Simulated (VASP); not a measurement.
A run of VASP 6.6.1:

The input POSCAR:

```
MgO
1.0
    3.4863778627      0.0000000000      0.0000000000
   -1.7431889314      3.0192917963      0.0000000000
    0.0000000000      0.0000000000      4.1780412200
Mg O
2 2
Direct
    0.6666666667      0.3333333333      0.7500000000
    0.3333333333      0.6666666667      0.2500000000
    0.6666666667      0.3333333333      0.2500000000
    0.3333333333      0.6666666667      0.7500000000
```

INCAR.step1

```
SYSTEM = MgO
PREC = Accurate
ENCUT = 520
ISMEAR = 1
SIGMA = 0.02
LREAL = .False.
LASPH = .True.
NELM = 80
NBANDS = 16
GGA = PE
ALGO = Normal
EDIFF = 1E-4
LWAVE = .True.
LCHARG = .False.
```

INCAR.step2

```
SYSTEM = MgO
PREC = Accurate
ENCUT = 520
EDIFF = 1E-6
ISMEAR = 1
SIGMA = 0.02
LREAL = .False.
LASPH = .True.
NELM = 80
ALGO = Normal
ISIF = 2
LWAVE = .False.
LCHARG = .False.
METAGGA = R2SCAN
LMIXTAU = .True.
NBANDS = 16
ISTART = 1
```

File KPOINTS:

```
regular mesh
0
Gamma
  6 6 6
  0 0 0
```

Potentials or basis: VASP PAW PBE potentials, release 64 (Mg, O).

Launch:

```console
$ cat potpaw_PBE.64/Mg/POTCAR potpaw_PBE.64/O/POTCAR > POTCAR
$ cp INCAR.step1 INCAR
$ mpirun -np 1 vasp_std > vasp.out
$ cp INCAR.step2 INCAR
$ mpirun -np 1 vasp_std > vasp.out
```

Hardware: 1 thread of AMD EPYC 9R45 (Zen 5) (shared host).

Problem. How long does it take, and how much memory?

Solution. Wall time 83 s on 1 thread of AMD EPYC 9R45 (Zen 5), with other jobs on the host, peak memory 0.14 GiB. Counts: k points 28.
